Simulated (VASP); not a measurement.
Write the native input for VASP 6.6.1 that does the following.

| Quantity | Value |
| --- | --- |
| Task | single point |
| Functional | PBE |
| Potentials or basis | VASP PAW PBE potentials, release 64 (Mo_sv, S) |
| Cutoff | 520 eV |
| k mesh | 10 × 10 × 3 |
| Occupations | fermi-dirac, width 0.05 eV |
| Spin | no spin polarisation |
| Dipole correction | no |
| Further INCAR settings | ALGO = Normal; EDIFF = 1e-06; NBANDS = 35 |

The structure of MoS2 lies in POSCAR:

```
MoS2
1.0
    3.1261704254      0.0000000000      0.0000000000
   -1.5630852127      2.7073430050      0.0000000000
    0.0000000000      0.0000000000     12.1574390416
Mo S
2 4
Direct
    0.6666666667      0.3333333333      0.7500000000
    0.3333333333      0.6666666667      0.2500000000
    0.6666666667      0.3333333333      0.3770000000
    0.3333333333      0.6666666667      0.8770000000
    0.6666666667      0.3333333333      0.1230000000
    0.3333333333      0.6666666667      0.6230000000
```

These files were run (other wordings do the same):

INCAR

```
SYSTEM = MoS2
PREC = Accurate
ENCUT = 520
EDIFF = 1E-6
ISMEAR = -1
SIGMA = 0.05
LREAL = .FALSE.
LASPH = .TRUE.
NELM = 60
ALGO = Normal
ISIF = 2
LWAVE = .FALSE.
LCHARG = .FALSE.
GGA = PE
NBANDS = 35
```

KPOINTS

```
regular mesh
0
G
  10 10 3
  0 0 0
```

Potentials or basis: VASP PAW PBE potentials, release 64 (Mo_sv, S).

The run is started by

```sh
$ cat potpaw_PBE.64/Mo_sv/POTCAR potpaw_PBE.64/S/POTCAR > POTCAR
$ mpirun -np 1 vasp_std > vasp.out
```

It gave:

```json
{
 "Pressure": "8.6 GPa",
 "Largest force": "0.604 eV/Å",
 "Band gap on the k mesh": "0.90 eV, indirect (least direct gap 1.98 eV)"
}
```

Caveat: this functional lacks dispersion, which binds the layers, so the pressure and a relaxed spacing across them are unreliable.

Run time: 48 s on 1 thread of Intel(R) Xeon(R) 6975P-C (Granite Rapids) (shared host), peak memory 0.25 GiB.
